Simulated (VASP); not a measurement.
Here is a VASP 6.6.1 calculation.

INCAR

```
SYSTEM = LiF
PREC     = Accurate       ! precision mode
ENCUT    = 600            ! plane-wave cutoff, eV
EDIFF    = 1E-6           ! SCF threshold, eV
ISMEAR   = 0              ! smearing method
SIGMA    = 0.02           ! smearing width, eV
LREAL    = .FALSE.        ! projectors in reciprocal space
LASPH    = .TRUE.         ! aspherical terms in the spheres
NELM     = 60             ! most SCF steps
ALGO     = Normal         ! electronic algorithm
ISIF     = 3              ! what is computed and relaxed
LWAVE    = .FALSE.        ! write WAVECAR
LCHARG   = .FALSE.        ! write CHGCAR
GGA      = PE             ! functional
IBRION   = 2              ! ionic algorithm
NSW      = 100            ! ionic steps
EDIFFG   = -0.01          ! ionic threshold
```

File KPOINTS:

```
Automatic mesh
0
G
  10 10 10
  0 0 0
```

POSCAR

```
LiF
1.0
    0.0000000000      2.0340085237      2.0340085237
    2.0340085237      0.0000000000      2.0340085237
    2.0340085237      2.0340085237      0.0000000000
Li F
1 1
Direct
    0.5000000000      0.5000000000      0.5000000000
    0.0000000000      0.0000000000      0.0000000000
```

Potentials or basis: VASP PAW PBE potentials, release 64 (Li_sv, F).

Launch:

```console
$ cat potpaw_PBE.64/Li_sv/POTCAR potpaw_PBE.64/F/POTCAR > POTCAR
$ mpirun -np 1 vasp_std > vasp.out
```

Task: What does it give for the relaxed cell?

Result: a = 2.865 Å, b = 2.865 Å, c = 2.865 Å, α = 60.00°, β = 60.00°, γ = 60.00°.

Task: Estimate the relaxed volume.

Result: 8.32 Å³/atom.

Step by step:
| step | energy change (eV) | largest force (eV/Å) | pressure (GPa) | volume (Å³) |
| --- | --- | --- | --- | --- |
| 1 | 0.0000 | 0.0000 | -0.78 | 16.83 |
| 2 | -0.0003 | 0.0000 | -0.38 | 16.73 |
| 3 | -0.0004 | 0.0000 | 0.00 | 16.64 |

Caveat: the cutoff is under 1.25 times the usual one of these potentials, so pressure, stress and relaxed cells hold a basis-set (Pulay) error.
